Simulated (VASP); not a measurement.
## Zn2Ge3: relaxation of cell and atoms with PBE

Zn2Ge3:

```
Zn Ge
1.0
     4.87045    0.00000    0.00000
     0.00000    4.87045    0.00000
     0.00000    0.00000    4.87045
Zn Ge
2 3
Direct
  0.00000 0.00000 0.00000
  0.50000 0.50000 0.50000
  0.50000 0.00000 0.00000
  0.00000 0.50000 0.00000
  0.00000 0.00000 0.50000
```

```yaml
Program: VASP 6.6.1
Task: relaxation of cell and atoms
Functional: PBE
Potentials_or_basis: VASP PAW PBE potentials, release 64 (Zn, Ge_d)
Cutoff: 600 eV
k_mesh: 8 × 8 × 8
Occupations: gaussian, width 0.1 eV
Spin: no spin polarisation
Dipole_correction: no
Further_INCAR_settings: ALGO = Normal; EDIFF = 1e-07; IBRION = 2; EDIFFG = -0.01; NSW = 100; ISIF = 3
```

```yaml
Relaxed_volume: 23.06 Å³/atom
Relaxed_cell: a = 4.867 Å, b = 4.867 Å, c = 4.867 Å, α = 90.00°, β = 90.00°, γ = 90.00°
Space_group_after_relaxing_to_0.05_Å: Pm-3m (No. 221)
Energy_gained_by_relaxing: 0.0 meV/atom
Ionic_steps: 2
Pressure_after_relaxing: 0.0 GPa
Band_gap_on_the_k_mesh: zero (band 33 reaches 4.74 eV, above the bottom of band 34 at 2.76 eV)
```

Final structure:
```
Zn Ge
1.0
     4.86713    0.00000    0.00000
     0.00000    4.86713    0.00000
     0.00000    0.00000    4.86713
Zn Ge
2 3
Direct
  0.00000 0.00000 0.00000
  0.50000 0.50000 0.50000
  0.50000 0.00000 0.00000
  0.00000 0.50000 0.00000
  0.00000 0.00000 0.50000
```

Levels at points of the mesh, in eV from the Fermi level:
| k point | band 30 | band 31 | band 32 | band 33 | band 34 | band 35 | band 36 | band 37 |
| --- | --- | --- | --- | --- | --- | --- | --- | --- |
| (0.00, 0.00, 0.00) | -3.69 | -3.69 | -2.52 | 1.59 | 1.59 | 1.59 | 1.74 | 1.74 |
| (0.50, 0.00, 0.00) | -2.95 | -2.68 | -1.73 | -0.39 | -0.39 | 0.31 | 2.21 | 2.21 |
| (0.50, 0.50, 0.00) | -3.16 | -2.29 | -0.35 | -0.35 | 0.31 | 0.31 | 1.07 | 2.90 |
| (0.50, 0.50, 0.50) | -2.90 | -2.90 | -2.90 | -2.49 | 3.66 | 3.66 | 4.14 | 4.14 |

It took 2.3 min on 1 thread of Intel(R) Xeon(R) 6975P-C (Granite Rapids) (shared host), peak memory 0.34 GiB.
